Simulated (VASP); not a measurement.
# SbMo2 (P6/mmm) in VASP: notebook

Runs on SbMo2. Level: PBE. Tasks: single point.

Everything below comes from runs of VASP 6.6.1. Logs are shortened: lines on timing, memory, paths and dates and some standing lists are left out, and cuts for length are marked.

### Step 1. The cell of the first run

It takes space group P6/mmm (No. 191, hexagonal). The conventional cell has a = 4.456 Å, b = 4.456 Å, c = 3.238 Å, α = 90.00°, β = 90.00°, γ = 120.00°. Sb (site symmetry 6/mmm) has 12 Mo at 3.04 Å and 2 Sb at 3.24 Å within 4.0 Å. Mo (site symmetry -6m2) has 5 Mo at 2.57 to 3.24 Å and 6 Sb at 3.04 Å within 3.4 Å.

### Step 2. Single point, PBE

INCAR

```
ALGO = Normal
EDIFF = 1E-6
ENCUT = 520
GGA = PE
ISIF = 2
ISMEAR = 0
LASPH = T
LCHARG = F
LREAL = F
LWAVE = F
NBANDS = 24
NELM = 100
PREC = Accurate
SIGMA = 0.1
```

KPOINTS

```
k-points
0
Gamma
  6 6 6
```

POSCAR

```
SbMo2
1.0
    4.4558511847      0.0000000000      0.0000000000
   -2.2279255923      3.8588803214      0.0000000000
    0.0000000000      0.0000000000      3.2376512028
Sb Mo
1 2
Direct
    0.0000000000      0.0000000000      0.0000000000
    0.3333333333      0.6666666667      0.5000000000
    0.6666666667      0.3333333333      0.5000000000
```

Potentials or basis: VASP PAW PBE potentials, release 64 (Sb, Mo_sv).

Started as:

```
$ cat potpaw_PBE.64/Sb/POTCAR potpaw_PBE.64/Mo_sv/POTCAR > POTCAR
$ mpirun -np 1 vasp_std > vasp.out
```

OUTCAR:

```text
EDIFF = 1E-6
   ENCUT = 520
   GGA = PE
   ISIF = 2
   ISMEAR = 0
   LASPH = T
   LREAL = F
   NELM = 100
   PREC = Accurate

 ion  position               nearest neighbor table
   1  0.000  0.000  0.000-   2 3.04   3 3.04   2 3.04   3 3.04   2 3.04   2 3.04   3 3.04   3 3.04
                             3 3.04   3 3.04   2 3.04   2 3.04
   2  0.333  0.667  0.500-   3 2.57   3 2.57   3 2.57   1 3.04   1 3.04   1 3.04   1 3.04   1 3.04
                             1 3.04
   3  0.667  0.333  0.500-   2 2.57   2 2.57   2 2.57   1 3.04   1 3.04   1 3.04   1 3.04   1 3.04
                             1 3.04

  LATTYP: Found a hexagonal cell.
 ALAT       =     4.4558511847
 C/A-ratio  =     0.7266066726

  Lattice vectors:

 A1 = (   4.4558511847,   0.0000000000,   0.0000000000)
 A2 = (  -2.2279255923,   3.8588803214,   0.0000000000)
 A3 = (   0.0000000000,   0.0000000000,   3.2376512028)

Analysis of symmetry for initial positions (statically):
=====================================================================
 Subroutine PRICEL returns:
 Original cell was already a primitive cell.

 Routine SETGRP: Setting up the symmetry group for a
 hexagonal supercell.

 Subroutine GETGRP returns: Found 24 space group operations
 (whereof 24 operations were pure point group operations)
 out of a pool of 24 trial point group operations.

The static configuration has the point symmetry D_6h.

Analysis of symmetry for dynamics (positions and initial velocities):
=====================================================================
 Subroutine PRICEL returns:
 Original cell was already a primitive cell.

 Routine SETGRP: Setting up the symmetry group for a
 hexagonal supercell.

 Subroutine GETGRP returns: Found 24 space group operations
 (whereof 24 operations were pure point group operations)
 out of a pool of 24 trial point group operations.

The dynamic configuration has the point symmetry D_6h.

 Subroutine INISYM returns: Found 24 space group operations
 (whereof 24 operations are pure point group operations),
 and found     1 'primitive' translations

[... 89 lines left out ...]
   ICHARG =      2    charge: 1-file 2-atom 10-const
   ISPIN  =      1    spin polarized calculation?
   LNONCOLLINEAR =      F non collinear calculations
   LSORBIT =      F    spin-orbit coupling
   LASPH  =      T    aspherical Exc in radial PAW
   ENCUT  =  520.0 eV  38.22 Ry    6.18 a.u.   8.28  8.28  6.02*2*pi/ulx,y,z
   NELM   =    100;   NELMIN=  2; NELMDL= -5     # of ELM steps
   EDIFF  = 0.1E-05   stopping-criterion for ELM
   LREAL  =      F    real-space projection
   EDIFFG = 0.1E-04   stopping-criterion for IOM
   NSW    =      0    number of steps for IOM
   IBRION =     -1    ionic relax: 0-MD 1-quasi-New 2-CG
   NFREE  =      0    steps in history (QN), initial steepest desc. (CG)
   ISIF   =      2    stress and relaxation
   ISYM   =      2    0-nonsym 1-usesym 2-fastsym
   POTIM  = 0.5000    time-step for ionic-motion
   TEBEG  =    0.0;   TEEND  =   0.0 temperature during run
   PSTRESS=    0.0 pullay stress
   NELECT =      33.0000    total number of electrons
   NUPDOWN=      -1.0000    fix difference up-down
   EMIN   =  10.00;   EMAX   =-10.00  energy-range for DOS
   EFERMI =   0.00;   METHOD = LEGACY
   ISMEAR =     0;   SIGMA  =   0.10  broadening in eV -4-tet -1-fermi 0-gaus
   EFERMI_NEDOS =   21; number of points for ismear=-14 and -15
   IALGO  =     38    algorithm
   IMIX   =      4    mixing-type and parameters
     AMIX     =   0.40;   BMIX     =  1.00
     AMIX_MAG =   1.60;   BMIX_MAG =  1.00
  volume/ion in A,a.u.               =      18.56       125.23
  Fermi-wavevector in a.u.,A,eV,Ry     =   1.375220  2.598789 25.731741  1.891230
  Thomas-Fermi vector in A             =   2.500575
   LORBIT       =      0    0 simple, 1 ext, 2 COOP (PROOUT), +10 PAW based schemes
   GGA     = PE    functional components
   LHFCALC =     F    Hartree Fock is set to
   AEXX    =    0.0000 exact exchange contribution
   IVDW    =     0    specifies the selected vdW correction
   LEPSILON=     F    determine dielectric tensor
   LRPA    =     F    only Hartree local field effects (RPA)
 non-spin polarized calculation
 Gauss-broadening in eV      SIGMA  =   0.10
  energy-cutoff  :      520.00
  volume of cell :       55.67
 maximum number of plane-waves:      1516
 NGX is ok and might be reduce to    36
   NGX = 17   NGY = 17   NGZ = 13

 number of electron      33.0000004 magnetization

 Free energy of the ion-electron system (eV)
  ---------------------------------------------------
  ext. energy  EPLUGINS =         0.00000000
  ---------------------------------------------------
  free energy    TOTEN  =       -24.08917280 eV

  energy without entropy =      -24.06873520  energy(sigma->0) =      -24.07895400

 E-fermi :  11.3208     XC(G=0): -12.1875

 val. band max:       11.2911694232   @ k =   0.3333   0.1667   0.3333
 cond. band min:      11.3381808438   @ k =   0.3333   0.0000   0.1667
 fundamental gap:      0.0470114206
 Fermi energy:        11.3208272424

 k-point     1 :       0.0000    0.0000    0.0000
  band No.  band energies     occupation
      1     -49.4111      2.00000
      2     -49.0857      2.00000
      3     -23.8973      2.00000
      4     -23.8973      2.00000
      5     -23.4802      2.00000
      6     -23.2103      2.00000
[... 637 lines left out ...]
     23      16.0949      0.00000
     24      16.5547      0.00000

 [... further k-points ...]

------------------------ aborting loop because EDIFF is reached ----------------------------------------

  FORCE on cell =-STRESS in cart. coord.  units (eV):
  Direction    XX          YY          ZZ          XY          YZ          ZX
  --------------------------------------------------------------------------------------
  -------------------------------------------------------------------------------------
  Total        0.0863300      0.0863300      0.0337582      0.0000000      0.0000000      0.0000000
  in kB        2.4845655      2.4845655      0.9715563      0.0000000      0.0000000      0.0000000
  external PRESSURE =       1.9802291 kB  Pullay stress =       0.0000000 kB

 VOLUME and BASIS-vectors are now :
 -----------------------------------------------------------------------------
  energy-cutoff  :      520.00
  volume of cell :       55.67
      direct lattice vectors                 reciprocal lattice vectors
     4.455851185  0.000000000  0.000000000     0.224424012  0.129571264  0.000000000
    -2.227925592  3.858880321  0.000000000     0.000000000  0.259142528  0.000000000
     0.000000000  0.000000000  3.237651203     0.000000000  0.000000000  0.308865884

 POSITION                                       TOTAL-FORCE (eV/Angst)
 -----------------------------------------------------------------------------------
      0.00000      0.00000      0.00000        -0.000000      0.000000     -0.000000
     -0.00000      2.57259      1.61883        -0.000000      0.000000      0.000000
      2.22793      1.28629      1.61883         0.000000     -0.000000     -0.000000
 -----------------------------------------------------------------------------------
    total drift:                                0.000000     -0.000000     -0.000000

  FREE ENERGIE OF THE ION-ELECTRON SYSTEM (eV)
  ---------------------------------------------------
  free  energy   TOTEN  =       -24.0891727975 eV

  energy  without entropy=      -24.0687352039  energy(sigma->0) =      -24.07895400
```

It took 39 s on 1 thread of Oxide Virtual Turin-like, shared host; peak memory 0.16 GiB.

What came out:

| Quantity | Value |
| --- | --- |
| Free energy | -24.0892 eV |
| Pressure | 0.2 GPa |
| Band gap on the k mesh | zero (an odd number of electrons rules out a gap without spin polarisation) |

Caveat: spin-orbit coupling is left out, which moves the levels of the heavy elements.

### Step 3. Single point, PBE

This run uses another cell than the first one, of 19.76 Å³/atom.

INCAR

```
PREC = Accurate
ENCUT = 520
EDIFF = 1E-7
ISMEAR = 0
SIGMA = 0.1
LREAL = F
LASPH = T
NELM = 60
ALGO = Normal
ISIF = 2
LWAVE = F
LCHARG = F
GGA = PE
NBANDS = 24
```

KPOINTS

```
Automatic mesh
0
Gamma
  6 6 6
```

POSCAR

```
SbMo2
1.0
    4.8156643200      0.0000000000      0.0000000000
   -2.4078321600      4.1704876400      0.0000000000
    0.0000000000      0.0000000000      2.9520022300
Sb Mo
1 2
Direct
    0.0000000000      0.0000000000      0.0000000000
    0.3333333300      0.6666666700      0.5000000000
    0.6666666700      0.3333333300      0.5000000000
```

Potentials or basis: VASP PAW PBE potentials, release 64 (Sb, Mo_sv).

Started as:

```
$ cat potpaw_PBE.64/Sb/POTCAR potpaw_PBE.64/Mo_sv/POTCAR > POTCAR
$ mpirun -np 1 vasp_std > vasp.out
```

It took 33 s on 1 thread of Oxide Virtual Turin-like, shared host; peak memory 0.16 GiB.

Results (log left out):

* Free energy: -23.5528 eV
* Pressure: -11.0 GPa
* Band gap on the k mesh: zero (an odd number of electrons rules out a gap without spin polarisation)

Stress tensor (GPa, compression positive):
```
-15.00   0.00   0.00
  0.00 -15.00   0.00
  0.00   0.00  -2.94
```

Levels at points of the mesh, in eV from the Fermi level:
```tsv
k point	band 15	band 16	band 17	band 18	band 19	band 20
(0.00, 0.00, 0.00)	-1.25	-0.54	0.28	0.28	1.79	1.79
(0.50, 0.00, 0.00)	-1.71	0.05	0.10	0.80	1.33	1.45
(0.00, 0.00, 0.50)	-1.23	-1.23	-0.41	-0.41	0.77	3.22
(0.50, 0.00, 0.50)	-1.76	-0.88	0.05	1.17	1.46	2.48
```

Caveat: the stress differs along the axes, from -15 to -3 GPa; spin-orbit coupling is left out, which moves the levels of the heavy elements.

The gap in the log of VASP goes by the Fermi energy; the results here count the filled bands.